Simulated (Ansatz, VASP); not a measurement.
One calculation of TiO2, two programs

File INCAR:

```
SYSTEM = TiO2
PREC = Accurate
ENCUT = 520
EDIFF = 1E-6
ISMEAR = -1
SIGMA = 0.05
LREAL = .False.
LASPH = .True.
NELM = 80
ALGO = Normal
ISIF = 2
LWAVE = .False.
LCHARG = .True.
GGA = PS
LELF = .True.
LVHAR = .True.
NBANDS = 33
```

Contents of KPOINTS:

```
regular mesh
0
Gamma
  8 8 6
  0 0 0
```

POSCAR

```
TiO2
1.0
    2.7591069643     -2.7597401439      0.0000000000
    2.7591069643      2.7597401439      0.0000000000
   -2.6851819758      0.0000000000      4.8907125897
Ti O
2 4
Direct
    0.8658900000      0.1341100000      0.7500000000
    0.1341100000      0.8658900000      0.2500000000
    0.0887550000      0.3312210000      0.1671490000
    0.9112450000      0.6687790000      0.8328510000
    0.6687790000      0.9112450000      0.3328510000
    0.3312210000      0.0887550000      0.6671490000
```

The input input.yaml:

```yaml
crystal:
  lattice:
    - [2.7591069643, -2.7597401439, 0.0]
    - [2.7591069643, 2.7597401439, 0.0]
    - [-2.6851819758, 0.0, 4.8907125897]
  atoms:
    - { symbol: Ti, position: [0.86589, 0.13411, 0.75] }
    - { symbol: Ti, position: [0.13411, 0.86589, 0.25] }
    - { symbol: O, position: [0.088755, 0.331221, 0.167149] }
    - { symbol: O, position: [0.911245, 0.668779, 0.832851] }
    - { symbol: O, position: [0.668779, 0.911245, 0.332851] }
    - { symbol: O, position: [0.331221, 0.088755, 0.667149] }
kpoints:
  mp_grid: { grid: [8, 8, 6] }
scf:
  occupations: { method: fermi_dirac, width: 0.05 }
hamiltonian:
  xc: pbesol
  pseudopotentials: { kind: all_electron, lapw: { basis_error: 0.002 } }
output:
  forces: true
  stress: true
  eigenvalues: true
```

Change from the starting cell: volume scaled by 1.06.

Alike in both runs: task single point; functional PBEsol; k mesh 8 × 8 × 6; occupations fermi-dirac, width 0.05 eV; no spin polarisation.

|  | VASP | Ansatz |
| --- | --- | --- |
| version | VASP 6.6.1 | Ansatz 0.2.0 |
| potentials or method | VASP PAW PBE potentials, release 64 (Ti_sv, O), cutoff 520 eV | all-electron LAPW, scalar-relativistic |

Ansatz gave:

| Quantity | Value |
| --- | --- |
| gap on the k mesh at the Fermi level (eV) | 1.90 |
| least direct gap on the mesh (eV) | 2.23 |
| pressure (GPa) | -17.2 |
| traceless stress, the component that is largest in VASP (GPa) | -0.78 |
| rms of the force components (eV/Å) | 0.250 |

Estimate VASP's values.

gap on the k mesh at the Fermi level (eV): 1.88; least direct gap on the mesh (eV): 2.21; pressure (GPa): -16.7; traceless stress, the component that is largest in VASP (GPa): -0.74; rms of the force components (eV/Å): 0.241.

VASP's potentials were made for PBE, not for PBEsol. Atom by atom the forces differ by 0.010 eV/Å (rms over components). Ansatz ran all-electron here, and VASP with PAW potentials.
